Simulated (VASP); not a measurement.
# PtS2 (P-3m1) in VASP: notebook

PtS2 is run at these levels: LDA; tasks: single point, relaxation of cell and atoms.

All numbers are computed with VASP 6.6.1; they aren't measurements. Logs are shortened: lines on timing, memory, paths and dates and some standing lists are left out, and cuts for length are marked.

## (1) The cell of the first run

Symmetry: P-3m1, No. 164, trigonal system. Conventional cell: a = 3.564 Å, b = 3.564 Å, c = 4.512 Å, α = 90.00°, β = 90.00°, γ = 120.00°. Within 3.1 Å of Pt (site symmetry -3m) lie 6 S at 2.38 Å. Within 3.2 Å of S (site symmetry 3m) lie 3 Pt at 2.38 Å and 6 S at 2.97 to 3.14 Å.

## (2) Single point, LDA

Contents of INCAR:

```
ALGO = Normal ; EDIFF = 1E-6
ENCUT = 500 ; GGA_COMPAT = False
ISIF = 2 ; ISMEAR = -1
LASPH = True ; LCHARG = False
LREAL = False ; LWAVE = False
NBANDS = 18 ; NELM = 120
PREC = Accurate ; SIGMA = 0.15
```

Contents of KPOINTS:

```
k-points
0
Gamma
  15 15 10
```

Contents of POSCAR:

```
PtS2
1.0
    3.5637559009      0.0000000000      0.0000000000
   -1.7818779505      3.0863031431      0.0000000000
    0.0000000000      0.0000000000      4.5124267078
Pt S
1 2
Direct
    0.0000000000      0.0000000000      0.0000000000
    0.3333333333      0.6666666667      0.2631709262
    0.6666666667      0.3333333333      0.7368290738
```

Potentials or basis: VASP PAW LDA potentials, release 64 (Pt, S).

Started as:

```bash
$ cat potpaw_LDA.64/Pt/POTCAR potpaw_LDA.64/S/POTCAR > POTCAR
$ mpirun -np 1 vasp_std > vasp.out
```

OUTCAR:

```text
EDIFF = 1E-6
   ENCUT = 500
   ISIF = 2
   ISMEAR = -1
   LASPH = True
   LREAL = False
   NELM = 120
   PREC = Accurate

 ion  position               nearest neighbor table
   1  0.000  0.000  0.000-   2 2.38   3 2.38   3 2.38   2 2.38   3 2.38   2 2.38
   2  0.333  0.667  0.263-   1 2.38   1 2.38   1 2.38
   3  0.667  0.333  0.737-   1 2.38   1 2.38   1 2.38

  LATTYP: Found a hexagonal cell.
 ALAT       =     3.5637559009
 C/A-ratio  =     1.2661997155

  Lattice vectors:

 A1 = (   3.5637559009,   0.0000000000,   0.0000000000)
 A2 = (  -1.7818779505,   3.0863031431,   0.0000000000)
 A3 = (   0.0000000000,   0.0000000000,   4.5124267078)

Analysis of symmetry for initial positions (statically):
=====================================================================
 Subroutine PRICEL returns:
 Original cell was already a primitive cell.

 Routine SETGRP: Setting up the symmetry group for a
 hexagonal supercell.

 Subroutine GETGRP returns: Found 12 space group operations
 (whereof 12 operations were pure point group operations)
 out of a pool of 24 trial point group operations.

The static configuration has the point symmetry D_3d.

Analysis of symmetry for dynamics (positions and initial velocities):
=====================================================================
 Subroutine PRICEL returns:
 Original cell was already a primitive cell.

 Routine SETGRP: Setting up the symmetry group for a
 hexagonal supercell.

 Subroutine GETGRP returns: Found 12 space group operations
 (whereof 12 operations were pure point group operations)
 out of a pool of 24 trial point group operations.

The dynamic configuration has the point symmetry D_3d.

 Subroutine INISYM returns: Found 12 space group operations
 (whereof 12 operations are pure point group operations),
 and found     1 'primitive' translations

----------------------------------------------------------------------------------------

                                     Primitive cell

  volume of cell :      49.6314

  direct lattice vectors                    reciprocal lattice vectors
     3.563755901  0.000000000  0.000000000     0.280602832  0.162006121  0.000000000
    -1.781877950  3.086303143  0.000000000     0.000000000  0.324012242  0.000000000
     0.000000000  0.000000000  4.512426708     0.000000000  0.000000000  0.221610248

  length of vectors
     3.563755901  3.563755901  4.512426708     0.324012242  0.324012242  0.221610248

  position of ions in fractional coordinates (direct lattice)
     0.000000000  0.000000000  0.000000000
     0.333333333  0.666666667  0.263170926
     0.666666667  0.333333333  0.736829074

  ion indices of the primitive-cell ions
   primitive index   ion index
                 1           1
                 2           2
                 3           3

----------------------------------------------------------------------------------------

 KPOINTS: k-points

Automatic generation of k-mesh.
 Grid dimensions read from file:
 generate k-points for:   15   15   10

 Generating k-lattice:

  Cartesian coordinates                     Fractional coordinates (reciprocal lattice)
     0.018706855  0.010800408  0.000000000     0.066666667  0.000000000  0.000000000
     0.000000000  0.021600816  0.000000000     0.000000000  0.066666667  0.000000000
     0.000000000  0.000000000  0.022161025     0.000000000  0.000000000  0.100000000

  Length of vectors
     0.021600816  0.021600816  0.022161025

  Shift w.r.t. Gamma in fractional coordinates (k-lattice)
     0.000000000  0.000000000  0.000000000

 Subroutine IBZKPT returns following result:
 ===========================================

 Found    238 irreducible k-points:

 Following reciprocal coordinates:
            Coordinates               Weight
  0.000000  0.000000  0.000000      1.000000
  0.066667  0.000000  0.000000      6.000000
  0.133333  0.000000  0.000000      6.000000
  0.200000 -0.000000  0.000000      6.000000
  0.266667  0.000000  0.000000      6.000000
  0.333333 -0.000000  0.000000      6.000000
[... 16 lines left out ...]
  0.333333  0.200000  0.000000     12.000000
  0.400000  0.200000  0.000000      6.000000
 [... further k-points ...]
   k-points           NKPTS =    238   k-points in BZ     NKDIM =    238   number of bands    NBANDS=     18
   number of dos      NEDOS =    301   number of ions     NIONS =      3
   total plane-waves  NPLWV =  28224
   dimension x,y,z NGX =    28 NGY =   28 NGZ =   36
   dimension x,y,z NGXF=    56 NGYF=   56 NGZF=   72
   ions per type =               1   2
   NGX,Y,Z   is equivalent  to a cutoff of  13.06, 13.06, 13.26 a.u.
   NGXF,Y,Z  is equivalent  to a cutoff of  26.12, 26.12, 26.53 a.u.
 SYSTEM =  unknown system
   PREC   = accura    normal or accurate (medium, high low for compatibility)
   ISTART =      0    job   : 0-new  1-cont  2-samecut
   ICHARG =      2    charge: 1-file 2-atom 10-const
   ISPIN  =      1    spin polarized calculation?
   LNONCOLLINEAR =      F non collinear calculations
   LSORBIT =      F    spin-orbit coupling
   LASPH  =      T    aspherical Exc in radial PAW
   ENCUT  =  500.0 eV  36.75 Ry    6.06 a.u.   6.50  6.50  8.23*2*pi/ulx,y,z
   NELM   =    120;   NELMIN=  2; NELMDL= -5     # of ELM steps
   EDIFF  = 0.1E-05   stopping-criterion for ELM
   LREAL  =      F    real-space projection
   EDIFFG = 0.1E-04   stopping-criterion for IOM
   NSW    =      0    number of steps for IOM
   IBRION =     -1    ionic relax: 0-MD 1-quasi-New 2-CG
   NFREE  =      0    steps in history (QN), initial steepest desc. (CG)
   ISIF   =      2    stress and relaxation
   ISYM   =      2    0-nonsym 1-usesym 2-fastsym
   POTIM  = 0.5000    time-step for ionic-motion
   TEBEG  =    0.0;   TEEND  =   0.0 temperature during run
   PSTRESS=    0.0 pullay stress
   NELECT =      22.0000    total number of electrons
   NUPDOWN=      -1.0000    fix difference up-down
   EMIN   =  10.00;   EMAX   =-10.00  energy-range for DOS
   EFERMI =   0.00;   METHOD = LEGACY
   ISMEAR =    -1;   SIGMA  =   0.15  broadening in eV -4-tet -1-fermi 0-gaus
   EFERMI_NEDOS =   21; number of points for ismear=-14 and -15
   IALGO  =     38    algorithm
   IMIX   =      4    mixing-type and parameters
     AMIX     =   0.40;   BMIX     =  1.00
     AMIX_MAG =   1.60;   BMIX_MAG =  1.00
  volume/ion in A,a.u.               =      16.54       111.64
  Fermi-wavevector in a.u.,A,eV,Ry     =   1.248236  2.358825 21.199156  1.558094
  Thomas-Fermi vector in A             =   2.382332
   LORBIT       =      0    0 simple, 1 ext, 2 COOP (PROOUT), +10 PAW based schemes
   GGA     = CA    functional components
   LHFCALC =     F    Hartree Fock is set to
   AEXX    =    0.0000 exact exchange contribution
   IVDW    =     0    specifies the selected vdW correction
   LEPSILON=     F    determine dielectric tensor
   LRPA    =     F    only Hartree local field effects (RPA)
 non-spin polarized calculation
  energy-cutoff  :      500.00
  volume of cell :       49.63
 maximum number of plane-waves:      1283
 NGX is ok and might be reduce to    28
   NGX = 13   NGY = 13   NGZ = 17

 number of electron      22.0000000 magnetization

 Free energy of the ion-electron system (eV)
  ---------------------------------------------------
  ext. energy  EPLUGINS =         0.00000000
  ---------------------------------------------------
  free energy    TOTEN  =       -18.22704348 eV

  energy without entropy =      -18.19296477  energy(sigma->0) =      -18.21000412

 E-fermi :   8.3312     XC(G=0): -11.5617

 val. band max:        8.2948752886   @ k =   0.0000   0.2000   0.2000
 cond. band min:       8.3616464180   @ k =   0.0000   0.1333   0.2000
 fundamental gap:      0.0667711294
 Fermi energy:         8.3312137818

 k-point     1 :       0.0000    0.0000    0.0000
  band No.  band energies     occupation
      1      -7.7937      2.00000
      2      -3.9285      2.00000
      3       0.5254      2.00000
      4       1.1077      2.00000
      5       1.1077      2.00000
      6       4.0934      2.00000
[... 10 lines left out ...]
     17      15.6919      0.00000
     18      20.8226      0.00000

 k-point     2 :       0.0667    0.0000    0.0000
  band No.  band energies     occupation
      1      -7.7353      2.00000
      2      -3.9819      2.00000
      3       0.5900      2.00000
      4       1.1469      2.00000
      5       1.1848      2.00000
      6       4.0102      2.00000
[... 10 lines left out ...]
     17      15.8627      0.00000
     18      19.7587      0.00000

 k-point     3 :       0.1333    0.0000    0.0000
  band No.  band energies     occupation
      1      -7.5635      2.00000
      2      -4.1278      2.00000
      3       0.7777      2.00000
      4       1.2595      2.00000
      5       1.4001      2.00000
      6       3.7349      2.00000
[... 10 lines left out ...]
     17      16.3296      0.00000
     18      18.4804      0.00000

 k-point     4 :       0.2000   -0.0000    0.0000
  band No.  band energies     occupation
      1      -7.2884      2.00000
      2      -4.3334      2.00000
      3       1.0693      2.00000
      4       1.4293      2.00000
      5       1.7069      2.00000
      6       3.2270      2.00000
[... 375 lines left out ...]
      4       1.7218      2.00000
      5       2.1422      2.00000
      6       2.6658      2.00000
[... 10 lines left out ...]
     17      17.2359      0.00000
     18      17.9484      0.00000

 k-point    23 :       0.3333    0.2000    0.0000
  band No.  band energies     occupation
      1      -5.7033      2.00000
      2      -5.1769      2.00000
      3       0.8474      2.00000
      4       1.6970      2.00000
      5       2.2122      2.00000
      6       2.9265      2.00000
[... 10 lines left out ...]
     17      17.2005      0.00000
     18      18.3375      0.00000

 k-point    24 :       0.4000    0.2000    0.0000
  band No.  band energies     occupation
      1      -5.4724      2.00000
      2      -5.3413      2.00000
      3       0.6845      2.00000
      4       1.6894      2.00000
      5       2.2380      2.00000
      6       3.0014      2.00000
[... 10 lines left out ...]
     17      17.2328      0.00000
     18      18.7226      0.00000

 [... further k-points ...]

------------------------ aborting loop because EDIFF is reached ----------------------------------------

  FORCE on cell =-STRESS in cart. coord.  units (eV):
  Direction    XX          YY          ZZ          XY          YZ          ZX
  --------------------------------------------------------------------------------------
  -------------------------------------------------------------------------------------
  Total       -0.0069869     -0.0069869      0.0053686      0.0000000      0.0000000      0.0000000
  in kB       -0.2255488     -0.2255488      0.1733057      0.0000000      0.0000000      0.0000000
  external PRESSURE =      -0.0925973 kB  Pullay stress =       0.0000000 kB

 VOLUME and BASIS-vectors are now :
 -----------------------------------------------------------------------------
  energy-cutoff  :      500.00
  volume of cell :       49.63
      direct lattice vectors                 reciprocal lattice vectors
     3.563755901  0.000000000  0.000000000     0.280602832  0.162006121  0.000000000
    -1.781877950  3.086303143  0.000000000     0.000000000  0.324012242  0.000000000
     0.000000000  0.000000000  4.512426708     0.000000000  0.000000000  0.221610248

 POSITION                                       TOTAL-FORCE (eV/Angst)
 -----------------------------------------------------------------------------------
      0.00000      0.00000      0.00000         0.000000      0.000000     -0.000000
     -0.00000      2.05754      1.18754        -0.000000      0.000000     -0.001873
      1.78188      1.02877      3.32489         0.000000     -0.000000      0.001873
 -----------------------------------------------------------------------------------
    total drift:                               -0.000000     -0.000000     -0.000000

  FREE ENERGIE OF THE ION-ELECTRON SYSTEM (eV)
  ---------------------------------------------------
  free  energy   TOTEN  =       -18.2270434779 eV

  energy  without entropy=      -18.1929647692  energy(sigma->0) =      -18.21000412
```

Wall time 4.3 min (1 thread of Intel Xeon 8259CL, shared host); peak memory 0.3 GiB.

What came out:

| Quantity | Value |
| --- | --- |
| Free energy | -18.2270 eV |
| Pressure | 0.0 GPa |
| Band gap on the k mesh | zero (bands 11 and 12 overlap by 0.23 eV) |

Caveat: spin-orbit coupling is left out, which moves the levels of the heavy elements.

## (3) Relaxation of cell and atoms, LDA

This run uses another cell than the first one, of 16.58 Å³/atom.

Contents of INCAR:

```
PREC     = Accurate       # precision mode
ENCUT    = 500            # plane-wave cutoff, eV
EDIFF    = 1E-7           # SCF threshold, eV
ISMEAR   = -1             # smearing method
SIGMA    = 0.15           # smearing width, eV
LREAL    = F              # projectors in reciprocal space
LASPH    = T              # aspherical terms in the spheres
NELM     = 120            # most SCF steps
ALGO     = Normal         # electronic algorithm
ISIF     = 3              # what is computed and relaxed
LWAVE    = F              # write WAVECAR
LCHARG   = F              # write CHGCAR
IBRION   = 2              # ionic algorithm
NSW      = 80             # ionic steps
EDIFFG   = -0.001         # ionic threshold
GGA_COMPAT= F            
NELMIN   = 4
```

Contents of KPOINTS:

```
Automatic mesh
0
Gamma
  15 15 10
```

Contents of POSCAR:

```
PtS2
1.0
    3.5623555138      0.0000000000      0.0000000000
   -1.7811777569      3.0850903722      0.0000000000
    0.0000000000      0.0000000000      4.5266790063
Pt S
1 2
Direct
    0.0000000000      0.0000000000      0.0000000000
    0.3333333333      0.6666666667      0.2622765045
    0.6666666667      0.3333333333      0.7377234955
```

Potentials or basis: VASP PAW LDA potentials, release 64 (Pt, S).

Started as:

```bash
$ cat potpaw_LDA.64/Pt/POTCAR potpaw_LDA.64/S/POTCAR > POTCAR
$ mpirun -np 1 vasp_std > vasp.out
```

It took 18 min on 1 thread of Intel Xeon 8259CL, shared host; peak memory 0.29 GiB.

The run converged. Its results:

```
Free energy                           : -18.2271 eV
Relaxed volume                        : 16.55 Å³/atom
Relaxed cell                          : a = 3.563 Å, b = 3.563 Å, c = 4.515 Å, α = 90.00°, β = 90.00°, γ = 120.00°
Space group after relaxing (to 0.1 Å) : P-3m1 (No. 164)
Energy gained by relaxing             : 0.0 meV/atom
Ionic steps                           : 10
Pressure after relaxing               : 0.0 GPa
Band gap on the k mesh                : zero (bands 11 and 12 overlap by 0.23 eV)
```

Final structure:
```
CELL_PARAMETERS angstrom
3.56330 0.00000 0.00000
-1.78165 3.08591 0.00000
0.00000 0.00000 4.51484
ATOMIC_POSITIONS crystal
Pt 0.00000 0.00000 0.00000
S 0.33333 0.66667 0.26307
S 0.66667 0.33333 0.73693
```

Levels at points of the mesh, in eV from the Fermi level:
```tsv
k point	band 7	band 8	band 9	band 10	band 11	band 12	band 13	band 14	band 15
(0.00, 0.00, 0.00)	-4.24	-2.36	-1.49	-1.49	0.34	1.18	1.18	3.33	5.22
(0.00, 0.00, 0.50)	-4.32	-3.28	-2.15	-2.15	-1.35	2.53	2.53	5.40	6.77
```

Caveat: spin-orbit coupling is left out, which moves the levels of the heavy elements.
